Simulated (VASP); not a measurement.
# NaF (Fm-3m) in VASP: density of states with PBE

Aim: the density of states of NaF with PBE.

Everything below comes from runs of VASP 6.6.1. Logs are shortened: lines on timing, memory, paths and dates and some standing lists are left out, and cuts for length are marked.

## (1) The cell of the first run

Symmetry: Fm-3m, No. 225, cubic system. Conventional cell: a = 4.627 Å, b = 4.627 Å, c = 4.627 Å, α = 90.00°, β = 90.00°, γ = 90.00°. Na (site symmetry m-3m) has 6 F at 2.31 Å within 3.1 Å. Within 3.1 Å of F (site symmetry m-3m) lie 6 Na at 2.31 Å.

## (2) Density of states, PBE

Input file POSCAR:

```
NaF
1.0
    0.0000000000      2.3136160000      2.3136160000
    2.3136160000      0.0000000000      2.3136160000
    2.3136160000      2.3136160000      0.0000000000
Na F
1 1
Direct
    0.0000000000      0.0000000000      0.0000000000
    0.5000000000      0.5000000000      0.5000000000
```

Input file INCAR.step1:

```
SYSTEM = NaF
ALGO = Normal ; EDIFF = 1E-6
ENCUT = 520 ; GGA = PE
ISIF = 2 ; ISMEAR = -1
LASPH = .TRUE. ; LCHARG = .TRUE.
LREAL = .FALSE. ; LWAVE = .FALSE.
NBANDS = 14 ; NELM = 80
PREC = Accurate ; SIGMA = 0.0893
```

Input file KPOINTS.step1:

```
k-points
0
G
  9 9 9
  0 0 0
```

Input file INCAR.step2:

```
SYSTEM = NaF
ALGO = Normal ; EDIFF = 1E-6
ENCUT = 520 ; GGA = PE
ICHARG = 11 ; ISIF = 2
ISMEAR = -5 ; LASPH = .TRUE.
LCHARG = .FALSE. ; LORBIT = 10
LREAL = .FALSE. ; LWAVE = .FALSE.
NBANDS = 14 ; NEDOS = 2001
NELM = 80 ; PREC = Accurate
SIGMA = 0.0893
```

Input file KPOINTS.step2:

```
k-points
0
G
  14 14 14
  0 0 0
```

Potentials or basis: VASP PAW PBE potentials, release 64 (Na_pv, F).

Run with:

```console
cat potpaw_PBE.64/Na_pv/POTCAR potpaw_PBE.64/F/POTCAR > POTCAR
cp INCAR.step1 INCAR
cp KPOINTS.step1 KPOINTS
mpirun -np 1 vasp_std > vasp.out
cp INCAR.step2 INCAR
cp KPOINTS.step2 KPOINTS
mpirun -np 1 vasp_std > vasp.out
```

OUTCAR:

```text
SYSTEM = NaF
   EDIFF = 1E-6
   ENCUT = 520
   GGA = PE
   ICHARG = 11
   ISIF = 2
   ISMEAR = -5
   LASPH = .TRUE.
   LORBIT = 10
   LREAL = .FALSE.
   NELM = 80
   PREC = Accurate

 ion  position               nearest neighbor table
   1  0.000  0.000  0.000-   2 2.31   2 2.31   2 2.31   2 2.31   2 2.31   2 2.31
   2  0.500  0.500  0.500-   1 2.31   1 2.31   1 2.31   1 2.31   1 2.31   1 2.31

  LATTYP: Found a face centered cubic cell.
 ALAT       =     4.6272320000

  Lattice vectors:

 A1 = (   0.0000000000,   2.3136160000,   2.3136160000)
 A2 = (   2.3136160000,   0.0000000000,   2.3136160000)
 A3 = (   2.3136160000,   2.3136160000,   0.0000000000)

Analysis of symmetry for initial positions (statically):
=====================================================================
 Subroutine PRICEL returns:
 Original cell was already a primitive cell.

 Routine SETGRP: Setting up the symmetry group for a
 face centered cubic supercell.

 Subroutine GETGRP returns: Found 48 space group operations
 (whereof 48 operations were pure point group operations)
 out of a pool of 48 trial point group operations.

The static configuration has the point symmetry O_h .

Analysis of symmetry for dynamics (positions and initial velocities):
=====================================================================
 Subroutine PRICEL returns:
 Original cell was already a primitive cell.

 Routine SETGRP: Setting up the symmetry group for a
 face centered cubic supercell.

 Subroutine GETGRP returns: Found 48 space group operations
 (whereof 48 operations were pure point group operations)
 out of a pool of 48 trial point group operations.

The dynamic configuration has the point symmetry O_h .

 Subroutine INISYM returns: Found 48 space group operations
 (whereof 48 operations are pure point group operations),
 and found     1 'primitive' translations

----------------------------------------------------------------------------------------

                                     Primitive cell

  volume of cell :      24.7687

  direct lattice vectors                    reciprocal lattice vectors
     0.000000000  2.313616000  2.313616000    -0.216111922  0.216111922  0.216111922
     2.313616000  0.000000000  2.313616000     0.216111922 -0.216111922  0.216111922
     2.313616000  2.313616000  0.000000000     0.216111922  0.216111922 -0.216111922

  length of vectors
     3.271947125  3.271947125  3.271947125     0.374316829  0.374316829  0.374316829

  position of ions in fractional coordinates (direct lattice)
     0.000000000  0.000000000  0.000000000
     0.500000000  0.500000000  0.500000000
[... 93 lines left out ...]
   EFERMI =   0.00;   METHOD = LEGACY
   ISMEAR =    -5;   SIGMA  =   0.09  broadening in eV -4-tet -1-fermi 0-gaus
   EFERMI_NEDOS =   21; number of points for ismear=-14 and -15
   IALGO  =     38    algorithm
   IMIX   =      4    mixing-type and parameters
     AMIX     =   0.40;   BMIX     =  1.00
     AMIX_MAG =   1.60;   BMIX_MAG =  1.00
  volume/ion in A,a.u.               =      12.38        83.57
  Fermi-wavevector in a.u.,A,eV,Ry     =   1.353577  2.557889 24.928188  1.832170
  Thomas-Fermi vector in A             =   2.480821
   LORBIT       =     10    0 simple, 1 ext, 2 COOP (PROOUT), +10 PAW based schemes
   GGA     = PE    functional components
   LHFCALC =     F    Hartree Fock is set to
   AEXX    =    0.0000 exact exchange contribution
   IVDW    =     0    specifies the selected vdW correction
   LEPSILON=     F    determine dielectric tensor
   LRPA    =     F    only Hartree local field effects (RPA)
 non-spin polarized calculation
 Fermi weights with tetrahedron method with Bloechl corrections
  energy-cutoff  :      520.00
  volume of cell :       24.77
 maximum number of plane-waves:       692

 number of electron      13.9999984 magnetization

 Free energy of the ion-electron system (eV)
  ---------------------------------------------------
  ext. energy  EPLUGINS =         0.00000000
  ---------------------------------------------------
  free energy    TOTEN  =        -8.55988973 eV

  energy without entropy =       -8.55988973  energy(sigma->0) =       -8.55988973

 E-fermi :  -2.0546     XC(G=0):  -9.1758

 val. band max:       -2.0651826845   @ k =   0.0000   0.0000   0.0000
 cond. band min:       4.2582822830   @ k =   0.0000   0.0000   0.0000
 fundamental gap:      6.3234649675
 Fermi energy:        -2.0546133955

 k-point     1 :       0.0000    0.0000    0.0000
  band No.  band energies     occupation
      1     -21.2455      2.00000
      2     -20.9986      2.00000
      3     -20.9986      2.00000
      4     -20.9986      2.00000
      5      -2.0652      2.00000
      6      -2.0652      2.00000
      7      -2.0652      2.00000
      8       4.2583      0.00000
      9      16.9429      0.00000
     10      16.9429      0.00000
     11      16.9429      0.00000
     12      19.8152      0.00000
     13      21.9960      0.00000
     14      21.9960      0.00000
[... 377 lines left out ...]
      1     -21.6321      2.00000
      2     -21.0172      2.00000
      3     -21.0143      2.00000
      4     -20.5263      2.00000
      5      -2.9723      2.00000
      6      -2.2638      2.00000
      7      -2.2463      2.00000
      8       6.4665      0.00000
      9      13.0259      0.00000
     10      17.2713      0.00000
     11      17.4253      0.00000
     12      18.6116      0.00000
     13      22.4698      0.00000
     14      24.3631      0.00000

 [... further k-points ...]
[... 5 lines left out ...]
  --------------------------------------------------------------------------------------
  -------------------------------------------------------------------------------------
  Total        0.3516455      0.3516455      0.3516455      0.0000000      0.0000000      0.0000000
  in kB       22.7463580     22.7463580     22.7463580      0.0000000      0.0000000      0.0000000
  external PRESSURE =      22.7463580 kB  Pullay stress =       0.0000000 kB

 VOLUME and BASIS-vectors are now :
 -----------------------------------------------------------------------------
  energy-cutoff  :      520.00
  volume of cell :       24.77
      direct lattice vectors                 reciprocal lattice vectors
     0.000000000  2.313616000  2.313616000    -0.216111922  0.216111922  0.216111922
     2.313616000  0.000000000  2.313616000     0.216111922 -0.216111922  0.216111922
     2.313616000  2.313616000  0.000000000     0.216111922  0.216111922 -0.216111922

 POSITION                                       TOTAL-FORCE (eV/Angst)
 -----------------------------------------------------------------------------------
      0.00000      0.00000      0.00000        -0.000000     -0.000000     -0.000000
      2.31362      2.31362      2.31362         0.000000      0.000000      0.000000
 -----------------------------------------------------------------------------------
    total drift:                                0.000000     -0.000000      0.000000

  FREE ENERGIE OF THE ION-ELECTRON SYSTEM (eV)
  ---------------------------------------------------
  free  energy   TOTEN  =        -8.5598897344 eV

  energy  without entropy=       -8.5598897344  energy(sigma->0) =       -8.55988973

 total charge

# of ion       s       p       d       tot
------------------------------------------
    1        0.050   5.995   0.000   6.046
    2        1.729   4.383   0.000   6.111
--------------------------------------------------
tot          1.779  10.378   0.000  12.157
```

OSZICAR.step1:

```text
N       E                     dE             d eps       ncg     rms          rms(c)
DAV:   1     0.107318443785E+03    0.10732E+03   -0.77996E+03   986   0.123E+03
DAV:   2    -0.404073364128E+01   -0.11136E+03   -0.10381E+03  1106   0.337E+02
DAV:   3    -0.941091183004E+01   -0.53702E+01   -0.53585E+01  1214   0.677E+01
DAV:   4    -0.945437607773E+01   -0.43464E-01   -0.43462E-01  1100   0.661E+00
DAV:   5    -0.945480156265E+01   -0.42548E-03   -0.42548E-03  1220   0.655E-01    0.542E+00
DAV:   6    -0.856769451835E+01    0.88711E+00   -0.31049E+00  1182   0.148E+01    0.182E+00
DAV:   7    -0.855786427820E+01    0.98302E-02   -0.29088E-02   998   0.204E+00    0.106E+00
DAV:   8    -0.855932047440E+01   -0.14562E-02   -0.28427E-02  1046   0.333E+00    0.148E-01
DAV:   9    -0.855997408763E+01   -0.65361E-03   -0.41389E-03  1226   0.599E-01    0.120E-01
DAV:  10    -0.855987548566E+01    0.98602E-04   -0.75368E-04  1082   0.325E-01    0.164E-02
DAV:  11    -0.855987336960E+01    0.21161E-05   -0.27122E-05  1136   0.697E-02    0.273E-03
DAV:  12    -0.855987371599E+01   -0.34639E-06   -0.13829E-06  1094   0.133E-02
   1 F= -.85598737E+01 E0= -.85598737E+01  d E =-.142890E-09
```

Run time: 15 s. Hardware: 1 thread of Intel Xeon Platinum 8488C (Sapphire Rapids), shared host; peak memory 0.15 GiB.

Results:

```
Valence electrons inside the program's atomic spheres : Na 6.05; F 6.11
```
